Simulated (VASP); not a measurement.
# Pt (P6_3/mmc) in VASP: further runs

The runs below take Pt through single point, with PBEsol.

Program: VASP 6.6.1. These are calculated values, not measurements. Logs are shortened: lines on timing, memory, paths and dates and some standing lists are left out, and cuts for length are marked.

## (1) The cell of the first run

The structure is hexagonal, space group P6_3/mmc (No. 194). Conventional cell: a = 2.589 Å, b = 2.589 Å, c = 4.471 Å, α = 90.00°, β = 90.00°, γ = 120.00°. Within 3.4 Å of Pt (site symmetry -6m2) lie 12 Pt at 2.59 to 2.69 Å.

## (2) Single point, PBEsol (strain -0.050 along x and y, -0.050 along z)

Contents of INCAR:

```
SYSTEM = Pt
PREC     = Accurate       ! precision mode
ENCUT    = 520            ! plane-wave cutoff, eV
EDIFF    = 1E-6           ! SCF threshold, eV
ISMEAR   = 0              ! smearing method
SIGMA    = 0.15           ! smearing width, eV
LREAL    = .False.        ! projectors in reciprocal space
LASPH    = .True.         ! aspherical terms in the spheres
NELM     = 60             ! most SCF steps
ALGO     = Fast           ! electronic algorithm
ISIF     = 2              ! what is computed and relaxed
LWAVE    = .False.        ! write WAVECAR
LCHARG   = .False.        ! write CHGCAR
GGA      = PS             ! functional
NBANDS   = 17             ! bands
```

Contents of KPOINTS:

```
regular mesh
0
Gamma
  24 24 14
  0 0 0
```

Contents of POSCAR:

```
Pt
1.0
    2.5889111393      0.0000000000      0.0000000000
   -1.2944555697      2.2420628147      0.0000000000
    0.0000000000      0.0000000000      4.4714653493
Pt
2
Direct
    0.6666666667      0.3333333333      0.7500000000
    0.3333333333      0.6666666667      0.2500000000
```

Potentials or basis: VASP PAW PBE potentials, release 64 (Pt).

Command:

```
$ cat potpaw_PBE.64/Pt/POTCAR > POTCAR
$ mpirun -np 1 vasp_std > vasp.out
```

OUTCAR:

```text
SYSTEM = Pt
   PREC = Accurate
   ENCUT = 520
   EDIFF = 1E-6
   ISMEAR = 0
   LREAL = .False.
   LASPH = .True.
   NELM = 60
   ISIF = 2
   GGA = PS

 ion  position               nearest neighbor table
   1  0.667  0.333  0.750-   2 2.69   2 2.69   2 2.69   2 2.69   2 2.69   2 2.69
   2  0.333  0.667  0.250-   1 2.69   1 2.69   1 2.69   1 2.69   1 2.69   1 2.69

  LATTYP: Found a hexagonal cell.
 ALAT       =     2.5889111393
 C/A-ratio  =     1.7271606126

  Lattice vectors:

 A1 = (   2.5889111393,   0.0000000000,   0.0000000000)
 A2 = (  -1.2944555697,   2.2420628147,   0.0000000000)
 A3 = (   0.0000000000,   0.0000000000,   4.4714653493)

Analysis of symmetry for initial positions (statically):
=====================================================================
 Subroutine PRICEL returns:
 Original cell was already a primitive cell.

 Routine SETGRP: Setting up the symmetry group for a
 hexagonal supercell.

 Subroutine GETGRP returns: Found 24 space group operations
 (whereof 12 operations were pure point group operations)
 out of a pool of 24 trial point group operations.

The static configuration has the point symmetry D_3d.
 The point group associated with its full space group is D_6h.

Analysis of symmetry for dynamics (positions and initial velocities):
=====================================================================
 Subroutine PRICEL returns:
 Original cell was already a primitive cell.

 Routine SETGRP: Setting up the symmetry group for a
 hexagonal supercell.

 Subroutine GETGRP returns: Found 24 space group operations
 (whereof 12 operations were pure point group operations)
 out of a pool of 24 trial point group operations.

The dynamic configuration has the point symmetry D_3d.
 The point group associated with its full space group is D_6h.

 Subroutine INISYM returns: Found 24 space group operations
 (whereof 12 operations are pure point group operations),
 and found     1 'primitive' translations

----------------------------------------------------------------------------------------

                                     Primitive cell

  volume of cell :      25.9546

  direct lattice vectors                    reciprocal lattice vectors
     2.588911139  0.000000000  0.000000000     0.386262775  0.223008917  0.000000000
    -1.294455570  2.242062815  0.000000000     0.000000000  0.446017834  0.000000000
     0.000000000  0.000000000  4.471465349     0.000000000  0.000000000  0.223640333

  length of vectors
     2.588911139  2.588911139  4.471465349     0.446017834  0.446017834  0.223640333

  position of ions in fractional coordinates (direct lattice)
     0.666666667  0.333333333  0.750000000
     0.333333333  0.666666667  0.250000000

  ion indices of the primitive-cell ions
   primitive index   ion index
                 1           1
                 2           2

----------------------------------------------------------------------------------------

 KPOINTS: regular mesh

Automatic generation of k-mesh.
 Grid dimensions read from file:
 generate k-points for:   24   24   14

 Generating k-lattice:

  Cartesian coordinates                     Fractional coordinates (reciprocal lattice)
     0.016094282  0.009292038  0.000000000     0.041666667  0.000000000  0.000000000
     0.000000000  0.018584076  0.000000000     0.000000000  0.041666667  0.000000000
     0.000000000  0.000000000  0.015974310     0.000000000  0.000000000  0.071428571

  Length of vectors
     0.018584076  0.018584076  0.015974310

  Shift w.r.t. Gamma in fractional coordinates (k-lattice)
     0.000000000  0.000000000  0.000000000

 Subroutine IBZKPT returns following result:
 ===========================================

 Found    488 irreducible k-points:

 Following reciprocal coordinates:
            Coordinates               Weight
  0.000000  0.000000  0.000000      1.000000
  0.041667  0.000000  0.000000      6.000000
  0.083333  0.000000  0.000000      6.000000
  0.125000  0.000000  0.000000      6.000000
  0.166667  0.000000  0.000000      6.000000
  0.208333  0.000000  0.000000      6.000000
[... 16 lines left out ...]
  0.416667  0.041667  0.000000     12.000000
  0.458333  0.041667  0.000000     12.000000
 [... further k-points ...]
   k-points           NKPTS =    488   k-points in BZ     NKDIM =    488   number of bands    NBANDS=     17
   number of dos      NEDOS =    301   number of ions     NIONS =      2
   total plane-waves  NPLWV =  14400
   dimension x,y,z NGX =    20 NGY =   20 NGZ =   36
   dimension x,y,z NGXF=    40 NGYF=   40 NGZF=   72
   ions per type =               2
   NGX,Y,Z   is equivalent  to a cutoff of  12.84, 12.84, 13.38 a.u.
   NGXF,Y,Z  is equivalent  to a cutoff of  25.69, 25.69, 26.77 a.u.
 SYSTEM =  Pt
   PREC   = accura    normal or accurate (medium, high low for compatibility)
   ISTART =      0    job   : 0-new  1-cont  2-samecut
   ICHARG =      2    charge: 1-file 2-atom 10-const
   ISPIN  =      1    spin polarized calculation?
   LNONCOLLINEAR =      F non collinear calculations
   LSORBIT =      F    spin-orbit coupling
   LASPH  =      T    aspherical Exc in radial PAW
   ENCUT  =  520.0 eV  38.22 Ry    6.18 a.u.   4.81  4.81  8.31*2*pi/ulx,y,z
   NELM   =     60;   NELMIN=  2; NELMDL= -5     # of ELM steps
   EDIFF  = 0.1E-05   stopping-criterion for ELM
   LREAL  =      F    real-space projection
   EDIFFG = 0.1E-04   stopping-criterion for IOM
   NSW    =      0    number of steps for IOM
   IBRION =     -1    ionic relax: 0-MD 1-quasi-New 2-CG
   NFREE  =      0    steps in history (QN), initial steepest desc. (CG)
   ISIF   =      2    stress and relaxation
   ISYM   =      2    0-nonsym 1-usesym 2-fastsym
   POTIM  = 0.5000    time-step for ionic-motion
   TEBEG  =    0.0;   TEEND  =   0.0 temperature during run
   PSTRESS=    0.0 pullay stress
   NELECT =      20.0000    total number of electrons
   NUPDOWN=      -1.0000    fix difference up-down
   EMIN   =  10.00;   EMAX   =-10.00  energy-range for DOS
   EFERMI =   0.00;   METHOD = LEGACY
   ISMEAR =     0;   SIGMA  =   0.15  broadening in eV -4-tet -1-fermi 0-gaus
   EFERMI_NEDOS =   21; number of points for ismear=-14 and -15
   IALGO  =     68    algorithm
   IMIX   =      4    mixing-type and parameters
     AMIX     =   0.40;   BMIX     =  1.00
     AMIX_MAG =   1.60;   BMIX_MAG =  1.00
  volume/ion in A,a.u.               =      12.98        87.58
  Fermi-wavevector in a.u.,A,eV,Ry     =   1.500882  2.836256 30.649123  2.252647
  Thomas-Fermi vector in A             =   2.612325
   LORBIT       =      0    0 simple, 1 ext, 2 COOP (PROOUT), +10 PAW based schemes
   GGA     = PS    functional components
   LHFCALC =     F    Hartree Fock is set to
   AEXX    =    0.0000 exact exchange contribution
   IVDW    =     0    specifies the selected vdW correction
   LEPSILON=     F    determine dielectric tensor
   LRPA    =     F    only Hartree local field effects (RPA)
 non-spin polarized calculation
 RMM-DIIS sequential band-by-band and
 Gauss-broadening in eV      SIGMA  =   0.15
  energy-cutoff  :      520.00
  volume of cell :       25.95
 maximum number of plane-waves:       724
 NGX is ok and might be reduce to    20
   NGX =  9   NGY =  9   NGZ = 17

 number of electron      20.0000001 magnetization

 Free energy of the ion-electron system (eV)
  ---------------------------------------------------
  ext. energy  EPLUGINS =         0.00000000
  ---------------------------------------------------
  free energy    TOTEN  =       -13.07071493 eV

  energy without entropy =      -13.03866510  energy(sigma->0) =      -13.05469002

 E-fermi :  14.2123     XC(G=0): -14.5257

 val. band max:       14.2099039567   @ k =   0.4167   0.1667   0.1429
 cond. band min:      14.2161213985   @ k =   0.3333   0.1667   0.0000
 fundamental gap:      0.0062174418
 Fermi energy:        14.2123352279

 k-point     1 :       0.0000    0.0000    0.0000
  band No.  band energies     occupation
      1       2.1341      2.00000
      2       4.9533      2.00000
      3       8.8313      2.00000
      4       9.5077      2.00000
      5       9.5077      2.00000
      6      10.0366      2.00000
[... 9 lines left out ...]
     16      31.3611      0.00000
     17      37.3079      0.00000

 k-point     2 :       0.0417    0.0000    0.0000
  band No.  band energies     occupation
      1       2.2111      2.00000
      2       5.0263      2.00000
      3       8.8245      2.00000
      4       9.4984      2.00000
      5       9.5719      2.00000
      6       9.9903      2.00000
[... 9 lines left out ...]
     16      31.5045      0.00000
     17      36.4666      0.00000

 k-point     3 :       0.0833    0.0000    0.0000
  band No.  band energies     occupation
      1       2.4385      2.00000
      2       5.2380      2.00000
      3       8.7713      2.00000
      4       9.5073      2.00000
      5       9.7630      2.00000
      6       9.8704      2.00000
[... 9 lines left out ...]
     16      31.9113      0.00000
     17      35.1025      0.00000

 k-point     4 :       0.1250    0.0000    0.0000
  band No.  band energies     occupation
      1       2.8041      2.00000
      2       5.5619      2.00000
      3       8.6345      2.00000
      4       9.5041      2.00000
      5       9.8138      2.00000
      6      10.0763      2.00000
[... 9 lines left out ...]
     16      32.4610      0.00000
     17      33.9371      0.00000
[... 343 lines left out ...]
      1       5.6678      2.00000
      2       5.9261      2.00000
      3       6.7310      2.00000
      4       9.4218      2.00000
      5       9.6758      2.00000
      6      10.0074      2.00000
[... 9 lines left out ...]
     16      28.2757      0.00000
     17      29.1689      0.00000

 k-point    23 :       0.4167    0.0417    0.0000
  band No.  band energies     occupation
      1       5.6411      2.00000
      2       5.8823      2.00000
      3       6.5270      2.00000
      4       9.5947      2.00000
      5       9.8237      2.00000
      6       9.8753      2.00000
[... 9 lines left out ...]
     16      27.6814      0.00000
     17      27.9642      0.00000

 k-point    24 :       0.4583    0.0417    0.0000
  band No.  band energies     occupation
      1       5.5959      2.00000
      2       5.8748      2.00000
      3       6.4243      2.00000
      4       9.5562      2.00000
      5       9.8054      2.00000
      6      10.1387      2.00000
[... 9 lines left out ...]
     16      26.9933      0.00000
     17      27.7975      0.00000

 [... further k-points ...]
[... 5 lines left out ...]
  --------------------------------------------------------------------------------------
  -------------------------------------------------------------------------------------
  Total       11.0749087     11.0749087      9.5808817     -0.0000000      0.0000000      0.0000000
  in kB      683.6533505    683.6533504    591.4271681     -0.0000000      0.0000000      0.0000000
  external PRESSURE =     652.9112896 kB  Pullay stress =       0.0000000 kB

 VOLUME and BASIS-vectors are now :
 -----------------------------------------------------------------------------
  energy-cutoff  :      520.00
  volume of cell :       25.95
      direct lattice vectors                 reciprocal lattice vectors
     2.588911139  0.000000000  0.000000000     0.386262775  0.223008917  0.000000000
    -1.294455570  2.242062815  0.000000000     0.000000000  0.446017834  0.000000000
     0.000000000  0.000000000  4.471465349     0.000000000  0.000000000  0.223640333

 POSITION                                       TOTAL-FORCE (eV/Angst)
 -----------------------------------------------------------------------------------
      1.29446      0.74735      3.35360         0.000000     -0.000000      0.000000
     -0.00000      1.49471      1.11787        -0.000000      0.000000      0.000000
 -----------------------------------------------------------------------------------
    total drift:                                0.000000     -0.000000      0.000000

  FREE ENERGIE OF THE ION-ELECTRON SYSTEM (eV)
  ---------------------------------------------------
  free  energy   TOTEN  =       -13.0707149289 eV

  energy  without entropy=      -13.0386651045  energy(sigma->0) =      -13.05469002
```

Run time: 92 s. Hardware: 1 thread of AMD EPYC 9R45 (Zen 5), shared host; peak memory 0.26 GiB.

What came out:

| Item | Value |
| --- | --- |
| Free energy | -13.0707 eV |
| Pressure | 65.3 GPa |
| Band gap on the k mesh | zero (band 10 reaches 14.95 eV, above the bottom of band 11 at 13.13 eV) |

Levels at points of the mesh, in eV from the Fermi level:
```
           k point  band 8  band 9  band 10  band 11  band 12  band 13
(0.00, 0.00, 0.00)   -2.54   -2.54    -1.68    -0.31    -0.31     6.15
(0.50, 0.00, 0.00)    0.08    0.44     0.73     2.70     4.44     8.34
(0.00, 0.00, 0.50)   -4.70   -1.09    -1.09    -1.09    -1.09    13.11
(0.50, 0.00, 0.50)   -1.43    0.61     0.61     1.66     1.66     8.02
```

Caveat: the cell differs from its parent crystal (strain -0.050 along x and y, -0.050 along z); the PAW data sets were made with another functional, which shifts forces and pressure a little; spin-orbit coupling is left out, which moves the levels of the heavy elements.

## (3) Single point, PBEsol (strain -0.050 along x and y, -0.025 along z)

Contents of INCAR:

```
PREC     = Accurate       # precision mode
ENCUT    = 520            # plane-wave cutoff, eV
EDIFF    = 1E-6           # SCF threshold, eV
ISMEAR   = 0              # smearing method
SIGMA    = 0.15           # smearing width, eV
LREAL    = F              # projectors in reciprocal space
LASPH    = T              # aspherical terms in the spheres
NELM     = 60             # most SCF steps
ALGO     = Fast           # electronic algorithm
ISIF     = 2              # what is computed and relaxed
LWAVE    = F              # write WAVECAR
LCHARG   = T              # write CHGCAR
GGA      = PS             # functional
LELF     = T              # ELF
LVHAR    = T            
NBANDS   = 17             # bands
```

Contents of KPOINTS:

```
Automatic mesh
0
Gamma
  24 24 14
```

POSCAR: that of step 2 with these lines changed.

```diff
@@ -4,3 +4,3 @@
    -1.2944555697      2.2420628147      0.0000000000
-    0.0000000000      0.0000000000      4.4714653493
+    0.0000000000      0.0000000000      4.5891354900
 Pt
```

Potentials or basis: VASP PAW PBE potentials, release 64 (Pt).

Command:

```
$ cat potpaw_PBE.64/Pt/POTCAR > POTCAR
$ mpirun -np 1 vasp_std > vasp.out
```

Wall time 2.4 min (1 thread of AMD EPYC 9R45 (Zen 5), shared host); peak memory 0.26 GiB.

Results (log left out):

- Free energy: -13.2793 eV
- Pressure: 52.1 GPa
- Band gap on the k mesh: zero (band 10 reaches 14.44 eV, above the bottom of band 11 at 12.62 eV)

Stress tensor (GPa, compression positive):
```
58.65  0.00  0.00
 0.00 58.65  0.00
 0.00  0.00 38.91
```

Levels at points of the mesh, in eV from the Fermi level:
```
           k point  band 7  band 8  band 9  band 10  band 11  band 12  band 13  band 14
(0.00, 0.00, 0.00)   -4.07   -2.19   -2.19    -1.76    -0.25    -0.25     5.57    14.77
(0.50, 0.00, 0.00)   -3.43   -0.02    0.58     0.83     2.67     4.41     8.23     9.44
(0.00, 0.00, 0.50)   -4.48   -4.48   -0.97    -0.97    -0.97    -0.97    12.55    12.55
(0.50, 0.00, 0.50)   -1.32   -1.32    0.72     0.72     1.65     1.65     7.94     7.94
```

Caveat: the cell differs from its parent crystal (strain -0.050 along x and y, -0.025 along z); the PAW data sets were made with another functional, which shifts forces and pressure a little; spin-orbit coupling is left out, which moves the levels of the heavy elements.
